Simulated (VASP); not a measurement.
# Na (P6_3/mmc) in VASP: further runs, part 2 of 2

VASP 6.6.1.

## Step 3: Relaxation of cell and atoms, PBE

This run uses another cell than the first one, of 35.54 Å³/atom, 0.960 times its volume.

File INCAR:

```
SYSTEM = Na
  PREC = Accurate
  ENCUT = 600
  EDIFF = 1E-6
  ISMEAR = -1
  SIGMA = 0.05
  LREAL = .False.
  LASPH = .True.
  NELM = 100
  ALGO = Normal
  ISIF = 3
  LWAVE = .False.
  LCHARG = .False.
  GGA = PE
  IBRION = 2
  NSW = 100
  EDIFFG = -0.005
```

File KPOINTS:

```
regular mesh
0
Gamma
  10 10 6
  0 0 0
```

File POSCAR:

```
Na
1.0
    3.6901008715      0.0000000000      0.0000000000
   -1.8450504358      3.1957210973      0.0000000000
    0.0000000000      0.0000000000      6.0283729130
Na
2
Direct
    0.3333333333      0.6666666667      0.2500000000
    0.6666666667      0.3333333333      0.7500000000
```

Potentials or basis: VASP PAW PBE potentials, release 64 (Na_pv).

The run is started by

```bash
cat potpaw_PBE.64/Na_pv/POTCAR > POTCAR
mpirun -np 1 vasp_std > vasp.out
```

OUTCAR:

```text
SYSTEM = Na
   PREC = Accurate
   ENCUT = 600
   EDIFF = 1E-6
   ISMEAR = -1
   LREAL = .False.
   LASPH = .True.
   NELM = 100
   ISIF = 3
   GGA = PE
   IBRION = 2
   NSW = 100
   EDIFFG = -0.005

 ion  position               nearest neighbor table
   1  0.333  0.667  0.250-
   2  0.667  0.333  0.750-

  LATTYP: Found a hexagonal cell.
 ALAT       =     3.6901008715
 C/A-ratio  =     1.6336607380

  Lattice vectors:

 A1 = (   3.6901008715,   0.0000000000,   0.0000000000)
 A2 = (  -1.8450504358,   3.1957210973,   0.0000000000)
 A3 = (   0.0000000000,   0.0000000000,   6.0283729130)

Analysis of symmetry for initial positions (statically):
=====================================================================
 Subroutine PRICEL returns:
 Original cell was already a primitive cell.

 Routine SETGRP: Setting up the symmetry group for a
 hexagonal supercell.

 Subroutine GETGRP returns: Found 24 space group operations
 (whereof 12 operations were pure point group operations)
 out of a pool of 24 trial point group operations.

The static configuration has the point symmetry D_3d.
 The point group associated with its full space group is D_6h.

Analysis of symmetry for dynamics (positions and initial velocities):
=====================================================================
 Subroutine PRICEL returns:
 Original cell was already a primitive cell.

 Routine SETGRP: Setting up the symmetry group for a
 hexagonal supercell.

 Subroutine GETGRP returns: Found 24 space group operations
 (whereof 12 operations were pure point group operations)
 out of a pool of 24 trial point group operations.

The dynamic configuration has the point symmetry D_3d.
 The point group associated with its full space group is D_6h.

 Subroutine INISYM returns: Found 24 space group operations
 (whereof 12 operations are pure point group operations),
 and found     1 'primitive' translations

----------------------------------------------------------------------------------------

                                     Primitive cell

  volume of cell :      71.0898

  direct lattice vectors                    reciprocal lattice vectors
     3.690100871  0.000000000  0.000000000     0.270995302  0.156459211  0.000000000
    -1.845050436  3.195721097  0.000000000     0.000000000  0.312918421  0.000000000
     0.000000000  0.000000000  6.028372913     0.000000000  0.000000000  0.165882240

  length of vectors
     3.690100871  3.690100872  6.028372913     0.312918421  0.312918421  0.165882240

  position of ions in fractional coordinates (direct lattice)
     0.333333333  0.666666667  0.250000000
     0.666666667  0.333333333  0.750000000

  ion indices of the primitive-cell ions
   primitive index   ion index
                 1           1
                 2           2

----------------------------------------------------------------------------------------

 KPOINTS: regular mesh

Automatic generation of k-mesh.
 Grid dimensions read from file:
 generate k-points for:   10   10    6

[... 58 lines left out ...]
   LNONCOLLINEAR =      F non collinear calculations
   LSORBIT =      F    spin-orbit coupling
   LASPH  =      T    aspherical Exc in radial PAW
   ENCUT  =  600.0 eV  44.10 Ry    6.64 a.u.   7.37  7.37 12.04*2*pi/ulx,y,z
   NELM   =    100;   NELMIN=  2; NELMDL= -5     # of ELM steps
   EDIFF  = 0.1E-05   stopping-criterion for ELM
   LREAL  =      F    real-space projection
   EDIFFG = -.5E-02   stopping-criterion for IOM
   NSW    =    100    number of steps for IOM
   IBRION =      2    ionic relax: 0-MD 1-quasi-New 2-CG
   NFREE  =      1    steps in history (QN), initial steepest desc. (CG)
   ISIF   =      3    stress and relaxation
   ISYM   =      2    0-nonsym 1-usesym 2-fastsym
   POTIM  = 0.5000    time-step for ionic-motion
   TEBEG  =    0.0;   TEEND  =   0.0 temperature during run
   PSTRESS=    0.0 pullay stress
   NELECT =      14.0000    total number of electrons
   NUPDOWN=      -1.0000    fix difference up-down
   EMIN   =  10.00;   EMAX   =-10.00  energy-range for DOS
   EFERMI =   0.00;   METHOD = LEGACY
   ISMEAR =    -1;   SIGMA  =   0.05  broadening in eV -4-tet -1-fermi 0-gaus
   EFERMI_NEDOS =   21; number of points for ismear=-14 and -15
   IALGO  =     38    algorithm
   IMIX   =      4    mixing-type and parameters
     AMIX     =   0.40;   BMIX     =  1.00
     AMIX_MAG =   1.60;   BMIX_MAG =  1.00
  volume/ion in A,a.u.               =      35.54       239.87
  Fermi-wavevector in a.u.,A,eV,Ry     =   0.952464  1.799895 12.343030  0.907187
  Thomas-Fermi vector in A             =   2.081029
   LORBIT       =      0    0 simple, 1 ext, 2 COOP (PROOUT), +10 PAW based schemes
   GGA     = PE    functional components
   LHFCALC =     F    Hartree Fock is set to
   AEXX    =    0.0000 exact exchange contribution
   IVDW    =     0    specifies the selected vdW correction
   LEPSILON=     F    determine dielectric tensor
   LRPA    =     F    only Hartree local field effects (RPA)
 conjugate gradient relaxation of ions
 non-spin polarized calculation
  energy-cutoff  :      600.00
  volume of cell :       71.09
 maximum number of plane-waves:      2406
 NGX is ok and might be reduce to    30
   NGX = 15   NGY = 15   NGZ = 25

--------------------------------------- Ionic step        1  -------------------------------------------

 number of electron      13.9999994 magnetization

 Free energy of the ion-electron system (eV)
  ---------------------------------------------------
  ext. energy  EPLUGINS =         0.00000000
  ---------------------------------------------------
  free energy    TOTEN  =        -2.62658326 eV

  energy without entropy =       -2.61930552  energy(sigma->0) =       -2.62294439

------------------------ aborting loop because EDIFF is reached ----------------------------------------

  FORCE on cell =-STRESS in cart. coord.  units (eV):
  Direction    XX          YY          ZZ          XY          YZ          ZX
  --------------------------------------------------------------------------------------
  -------------------------------------------------------------------------------------
  Total        0.1719774      0.1719774      0.0792666     -0.0000000      0.0000000      0.0000000
  in kB        3.8759186      3.8759186      1.7864612     -0.0000000      0.0000000      0.0000000
  external PRESSURE =       3.1794328 kB  Pullay stress =       0.0000000 kB
[... 89 lines left out ...]
  FREE ENERGIE OF THE ION-ELECTRON SYSTEM (eV)
  ---------------------------------------------------
  free  energy   TOTEN  =        -2.6301010277 eV

  energy  without entropy=       -2.6231705430  energy(sigma->0) =       -2.62663579

[... ionic steps 4 to 8 ...]

--------------------------------------- Ionic step        9  -------------------------------------------

 number of electron      13.9999991 magnetization

------------------------ aborting loop because EDIFF is reached ----------------------------------------
[... 67 lines left out ...]
--------------------------------------- Ionic step       11  -------------------------------------------

 number of electron      13.9999995 magnetization

 Free energy of the ion-electron system (eV)
  ---------------------------------------------------
  ext. energy  EPLUGINS =         0.00000000
  ---------------------------------------------------
  free energy    TOTEN  =        -2.63026054 eV

  energy without entropy =       -2.62381704  energy(sigma->0) =       -2.62703879

 E-fermi :   0.2926     XC(G=0):  -6.5017

 val. band max:        0.2095795953   @ k =   0.3000   0.2000   0.3333
 cond. band min:       0.3371556590   @ k =   0.1000   0.1000   0.1667
 fundamental gap:      0.1275760637
 Fermi energy:         0.2926289989

 k-point     1 :       0.0000    0.0000    0.0000
  band No.  band energies     occupation
      1     -24.6037      2.00000
      2     -24.5723      2.00000
      3     -24.5723      2.00000
      4     -24.5672      2.00000
      5     -24.5670      2.00000
      6     -24.5670      2.00000
      7      -2.9502      2.00000
      8       0.9574      0.00000
      9       1.3861      0.00000
     10      10.1776      0.00000
     11      10.1776      0.00000
[... 309 lines left out ...]
 k-point    24 :       0.4000    0.1000    0.1667
  band No.  band energies     occupation
      1     -24.5980      2.00000
      2     -24.5927      2.00000
      3     -24.5854      2.00000
      4     -24.5803      2.00000
      5     -24.5757      2.00000
      6     -24.5730      2.00000
      7       0.1512      1.88831
      8       1.5005      0.00000
      9       2.8266      0.00000
     10       4.1099      0.00000
     11       5.1689      0.00000

 [... further k-points ...]
[... 5 lines left out ...]
  --------------------------------------------------------------------------------------
  -------------------------------------------------------------------------------------
  Total       -0.0067379     -0.0067379     -0.0064301      0.0000000      0.0000000      0.0000000
  in kB       -0.1456195     -0.1456195     -0.1389674      0.0000000      0.0000000      0.0000000
  external PRESSURE =      -0.1434021 kB  Pullay stress =       0.0000000 kB
[... 17 lines left out ...]
  FREE ENERGIE OF THE ION-ELECTRON SYSTEM (eV)
  ---------------------------------------------------
  free  energy   TOTEN  =        -2.6302605394 eV

  energy  without entropy=       -2.6238170394  energy(sigma->0) =       -2.62703879

 reached required accuracy - stopping structural energy minimisation
```

OSZICAR:

```text
N       E                     dE             d eps       ncg     rms          rms(c)
DAV:   1     0.932528963851E+02    0.93253E+02   -0.84255E+03  1232   0.138E+03
DAV:   2     0.530928969781E+00   -0.92722E+02   -0.92299E+02  1238   0.318E+02
DAV:   3    -0.258409273790E+01   -0.31150E+01   -0.31132E+01  1480   0.721E+01
DAV:   4    -0.262737641516E+01   -0.43284E-01   -0.43282E-01  1394   0.941E+00
[... 70 lines left out ...]
       N       E                     dE             d eps       ncg     rms          rms(c)
DAV:   1    -0.263029935924E+01   -0.40184E-04   -0.24267E-03  1391   0.652E-01    0.532E-02
DAV:   2    -0.263027575836E+01    0.23601E-04   -0.50832E-05  1379   0.122E-01    0.322E-02
DAV:   3    -0.263026057533E+01    0.15183E-04   -0.45244E-06  1331   0.500E-02    0.185E-03
DAV:   4    -0.263026053942E+01    0.35915E-07   -0.11551E-06   675   0.158E-02
  11 F= -.26302605E+01 E0= -.26270388E+01  d E =-.102823E-03
```

CONTCAR:

```text
Na
   1.00000000000000
     3.7627273403966233   -0.0000000000011395    0.0000000000000000
    -1.8813636702502825    3.2586174643553951   -0.0000000000000000
     0.0000000000000000    0.0000000000000000    6.0461874340406307
  Na
     2
Direct
     0.3333333332999970    0.6666666667000030    0.2500000000000000
     0.6666666667000030    0.3333333332999970    0.7500000000000000

  0.00000000E+00  0.00000000E+00  0.00000000E+00
  0.00000000E+00  0.00000000E+00  0.00000000E+00
```

It took 2 min on 1 thread of Intel Xeon 6975P-C (Granite Rapids), shared host; peak memory 0.2 GiB.

Results:

```yaml
Free_energy: -2.6303 eV
Relaxed_volume: 37.07 Å³/atom
Relaxed_cell: a = 3.763 Å, b = 3.763 Å, c = 6.046 Å, α = 90.00°, β = 90.00°, γ = 120.00°
Space_group_after_relaxing_to_0.05_Å: P6_3/mmc (No. 194)
Energy_gained_by_relaxing: 1.8 meV/atom
Ionic_steps: 11
Pressure_after_relaxing: 0.0 GPa
Band_gap_on_the_k_mesh: zero (band 7 reaches 1.80 eV, above the bottom of band 8 at -1.90 eV)
```

The path:
| step | energy change (eV) | largest force (eV/Å) | pressure (GPa) | volume (Å³) |
| --- | --- | --- | --- | --- |
| 1 | 0.0000 | 0.0000 | 0.32 | 71.09 |
| 2 | -0.0015 | 0.0000 | 0.23 | 71.82 |
| 3 | -0.0035 | 0.0000 | 0.04 | 73.82 |
| 4 | -0.0036 | 0.0000 | -0.04 | 74.38 |
| 5 | -0.0036 | 0.0000 | 0.00 | 74.19 |
| 6 | -0.0036 | 0.0000 | -0.02 | 74.25 |
| 7 | -0.0036 | 0.0000 | 0.01 | 74.23 |
| 8 | -0.0037 | 0.0000 | -0.03 | 74.16 |
| 9 | -0.0036 | 0.0000 | -0.04 | 74.03 |
| 10 | -0.0037 | 0.0000 | 0.03 | 74.11 |
| 11 | -0.0037 | 0.0000 | -0.01 | 74.13 |

Final structure:
```
CELL_PARAMETERS angstrom
3.76273 0.00000 0.00000
-1.88136 3.25862 0.00000
0.00000 0.00000 6.04619
ATOMIC_POSITIONS crystal
Na 0.33333 0.66667 0.25000
Na 0.66667 0.33333 0.75000
```

## Step 4: Single point, PBE

File INCAR:

```
ALGO = Normal
EDIFF = 1E-6
ENCUT = 520
GGA = PE
ISIF = 2
ISMEAR = -1
LASPH = True
LCHARG = True
LELF = True
LREAL = False
LVHAR = True
LWAVE = False
NBANDS = 14
NELM = 100
PREC = Accurate
SIGMA = 0.05
```

File KPOINTS:

```
k-points
0
Gamma
  10 10 6
```

File POSCAR:

```
Na
1.0
    3.7578859133      0.0000000000      0.0000000000
   -1.8789429567      3.2544246654      0.0000000000
    0.0000000000      0.0000000000      6.0597047414
Na
2
Direct
    0.3333333333      0.6666666667      0.2500000000
    0.6666666667      0.3333333333      0.7500000000
```

The run is started by

```bash
cat potpaw_PBE.64/Na_pv/POTCAR > POTCAR
mpirun -np 1 vasp_std > vasp.out
```

Wall time 20 s (1 thread of Intel Xeon 6975P-C (Granite Rapids), shared host); peak memory 0.19 GiB.

Results (log left out):

| Item | Value |
| --- | --- |
| Free energy | -2.6304 eV |
| Pressure | 0.0 GPa |
| Band gap on the k mesh | zero (band 7 reaches 1.81 eV, above the bottom of band 8 at -1.90 eV) |

Levels at points of the mesh, in eV from the Fermi level:
| k point | band 4 | band 5 | band 6 | band 7 | band 8 | band 9 | band 10 | band 11 |
| --- | --- | --- | --- | --- | --- | --- | --- | --- |
| (0.00, 0.00, 0.00) | -24.86 | -24.86 | -24.86 | -3.24 | 0.65 | 1.07 | 9.92 | 9.92 |
| (0.50, 0.00, 0.00) | -24.87 | -24.87 | -24.86 | 0.25 | 0.36 | 3.92 | 3.94 | 4.45 |
| (0.00, 0.00, 0.50) | -24.86 | -24.86 | -24.86 | -2.19 | -2.19 | 5.70 | 5.70 | 10.52 |
| (0.50, 0.00, 0.50) | -24.87 | -24.87 | -24.87 | 1.09 | 1.09 | 1.56 | 1.56 | 7.73 |

## Step 5: Relaxation of cell and atoms, PBE

This run uses another cell than the first one, of 35.54 Å³/atom, 0.960 times its volume.

File INCAR:

```
  PREC = Accurate
  ENCUT = 600
  EDIFF = 1E-7
  ISMEAR = -1
  SIGMA = 0.05
  LREAL = False
  LASPH = True
  NELM = 100
  ALGO = Normal
  ISIF = 3
  LWAVE = False
  LCHARG = False
  GGA = PE
  IBRION = 2
  NSW = 100
  EDIFFG = -0.005
```

File KPOINTS:

```
Automatic mesh
0
Gamma
  10 10 6
```

File POSCAR:

```
Na
1.0
    3.6901008715      0.0000000000      0.0000000000
   -1.8450504358      3.1957210973      0.0000000000
    0.0000000000      0.0000000000      6.0283729130
Na
2
Direct
    0.3333333333      0.6666666667      0.2500000000
    0.6666666667      0.3333333333      0.7500000000
```

The run is started by

```bash
cat potpaw_PBE.64/Na_pv/POTCAR > POTCAR
mpirun -np 1 vasp_std > vasp.out
```

Run time: 90 s. Hardware: 1 thread of Intel Xeon 6975P-C (Granite Rapids), shared host; peak memory 0.2 GiB.

Results (log left out):

```
Free energy                            : -2.6303 eV
Relaxed volume                         : 37.11 Å³/atom
Relaxed cell                           : a = 3.765 Å, b = 3.765 Å, c = 6.046 Å, α = 90.00°, β = 90.00°, γ = 120.00°
Space group after relaxing (to 0.05 Å) : P6_3/mmc (No. 194)
Energy gained by relaxing              : 1.8 meV/atom
Ionic steps                            : 7
Pressure after relaxing                : 0.0 GPa
Band gap on the k mesh                 : zero (band 7 reaches 1.80 eV, above the bottom of band 8 at -1.90 eV)
```

The path:
| step | energy change (eV) | largest force (eV/Å) | pressure (GPa) | volume (Å³) |
| --- | --- | --- | --- | --- |
| 1 | 0.0000 | 0.0000 | 0.34 | 71.09 |
| 2 | -0.0016 | 0.0000 | 0.25 | 71.88 |
| 3 | -0.0036 | 0.0000 | -0.01 | 74.27 |
| 4 | -0.0036 | 0.0000 | -0.02 | 74.33 |
| 5 | -0.0036 | 0.0000 | -0.03 | 74.31 |
| 6 | -0.0037 | 0.0000 | -0.02 | 74.23 |
| 7 | -0.0037 | 0.0000 | 0.00 | 74.22 |

Final structure:
```
Na
1.0
     3.76485    0.00000    0.00000
    -1.88242    3.26045    0.00000
     0.00000    0.00000    6.04600
Na
2
Direct
  0.33333 0.66667 0.25000
  0.66667 0.33333 0.75000
```

Levels at points of the mesh, in eV from the Fermi level:
| k point | band 3 | band 4 | band 5 | band 6 | band 7 | band 8 | band 9 | band 10 | band 11 |
| --- | --- | --- | --- | --- | --- | --- | --- | --- | --- |
| (0.00, 0.00, 0.00) | -24.87 | -24.86 | -24.86 | -24.86 | -3.24 | 0.67 | 1.10 | 9.87 | 9.87 |
| (0.50, 0.00, 0.00) | -24.88 | -24.87 | -24.87 | -24.87 | 0.24 | 0.35 | 3.93 | 3.95 | 4.46 |
| (0.00, 0.00, 0.50) | -24.86 | -24.86 | -24.86 | -24.86 | -2.19 | -2.19 | 5.74 | 5.74 | 10.48 |
| (0.50, 0.00, 0.50) | -24.87 | -24.87 | -24.87 | -24.87 | 1.08 | 1.08 | 1.55 | 1.55 | 7.72 |

## Step 6: The runs side by side

| task | cell | cutoff (eV) | gap on the mesh (eV) | pressure (GPa) |
| --- | --- | --- | --- | --- |
| single point | a = 3.757, b = 3.757, c = 6.057 Å, angles 90.0, 90.0, 120.0°, 2 atoms | 520 | none | 0.0 |
| relaxation of cell and atoms | relaxed from a = 3.690, b = 3.690, c = 6.028 Å, angles 90.0, 90.0, 120.0°, 2 atoms | 600 | none | 0.0 |
| single point | a = 3.758, b = 3.758, c = 6.060 Å, angles 90.0, 90.0, 120.0°, 2 atoms | 520 | none | 0.0 |

Alike in all rows: level PBE; potentials or basis VASP PAW PBE potentials, release 64 (Na_pv); no spin polarisation; k mesh 10 × 10 × 6; smearing fermi-dirac 0.05 eV.

Absolute energies hang on the potentials; compare differences alone.
